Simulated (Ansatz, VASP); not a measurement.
One calculation of PbF2, two programs

INCAR

```
PREC     = Accurate       # precision mode
ENCUT    = 600            # plane-wave cutoff, eV
EDIFF    = 1E-6           # SCF threshold, eV
ISMEAR   = -1             # smearing method
SIGMA    = 0.2            # smearing width, eV
LREAL    = F              # projectors in reciprocal space
LASPH    = T              # aspherical terms in the spheres
NELM     = 120            # most SCF steps
ALGO     = Normal         # electronic algorithm
ISIF     = 2              # what is computed and relaxed
LWAVE    = F              # write WAVECAR
LCHARG   = F              # write CHGCAR
GGA      = PE             # functional
NBANDS   = 21             # bands
GGA_COMPAT= F
```

KPOINTS

```
regular mesh
0
Gamma
  6 6 6
```

POSCAR

```
PbF2
1.0
    0.0000000000      2.9604388884      2.9604388884
    2.9604388884      0.0000000000      2.9604388884
    2.9604388884      2.9604388884      0.0000000000
Pb F
1 2
Direct
    0.0000000000      0.0000000000      0.0000000000
    0.2500000000      0.2500000000      0.2500000000
    0.7500000000      0.7500000000      0.7500000000
```

Input for Ansatz:

```yaml
crystal:
  lattice:
    - [0.0, 2.9604388884, 2.9604388884]
    - [2.9604388884, 0.0, 2.9604388884]
    - [2.9604388884, 2.9604388884, 0.0]
  atoms:
    - { symbol: Pb, position: [0.0, 0.0, 0.0] }
    - { symbol: F, position: [0.25, 0.25, 0.25] }
    - { symbol: F, position: [0.75, 0.75, 0.75] }
kpoints:
  mp_grid: { grid: [6, 6, 6] }
hamiltonian:
  xc: pbe
scf:
  occupations: { method: fermi_dirac, width: 0.2 }
  n_extra_bands: 4
output:
  forces: true
  stress: true
  eigenvalues: true
```

Alike in both runs: task single point; functional PBE; k mesh 6 × 6 × 6; occupations fermi-dirac, width 0.2 eV; no spin polarisation.

|  | VASP | Ansatz |
| --- | --- | --- |
| version | VASP 6.6.1 | Ansatz 0.2.0 |
| potentials or method | VASP PAW PBE potentials, release 64 (Pb_d, F) | plane waves |
| plane-wave cutoff (eV) | 600 | 420 |
| valence electrons in the cell | 28 | 28 |

|  | VASP | Ansatz | Ansatz less VASP |
| --- | --- | --- | --- |
| pressure (GPa) | 2.7 | 2.9 | +0.25 |

With one functional, cell and mesh, what is left measures potentials, basis and numerics.

Spin-orbit coupling is off throughout.
